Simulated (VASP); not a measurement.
Set up this calculation in VASP 6.6.1, as the native input.

```
Task                   : single point
Functional             : PBE
Potentials or basis    : VASP PAW PBE potentials, release 64 (Sc_sv, Cr_pv)
Cutoff                 : 520 eV
k mesh                 : 12 × 12 × 10
Occupations            : gaussian, width 0.1 eV
Spin                   : no spin polarisation
Dipole correction      : no
Further INCAR settings : ALGO = Fast; EDIFF = 1e-06; NBANDS = 24
```

The structure of ScCr2 lies in POSCAR:

```
ScCr2
1.0
    3.6141352435      0.0000000000      0.0000000000
   -1.8070676218      3.1299329336      0.0000000000
    0.0000000000      0.0000000000      4.4398766837
Sc Cr
1 2
Direct
    0.0000000000      0.0000000000      0.0000000000
    0.3333333333      0.6666666667      0.5000000000
    0.6666666667      0.3333333333      0.5000000000
```

One way to write it, as run:

INCAR

```
PREC = Accurate ; ENCUT = 520
EDIFF = 1E-6 ; ISMEAR = 0
SIGMA = 0.1 ; LREAL = F
LASPH = T ; NELM = 100
ALGO = Fast ; ISIF = 2
LWAVE = F ; LCHARG = F
GGA = PE ; NBANDS = 24
```

KPOINTS

```
regular mesh
0
Gamma
  12 12 10
```

Potentials or basis: VASP PAW PBE potentials, release 64 (Sc_sv, Cr_pv).

Launch:

```sh
$ cat potpaw_PBE.64/Sc_sv/POTCAR potpaw_PBE.64/Cr_pv/POTCAR > POTCAR
$ mpirun -np 1 vasp_std > vasp.out
```

Results of the run:

| Item | Value |
| --- | --- |
| Pressure | 0.5 GPa |

It took 4.1 min on 1 thread of Intel(R) Xeon(R) Platinum 8175M CPU @ 2.50GHz (Skylake/Cascade Lake), on a shared host, peak memory 0.26 GiB.
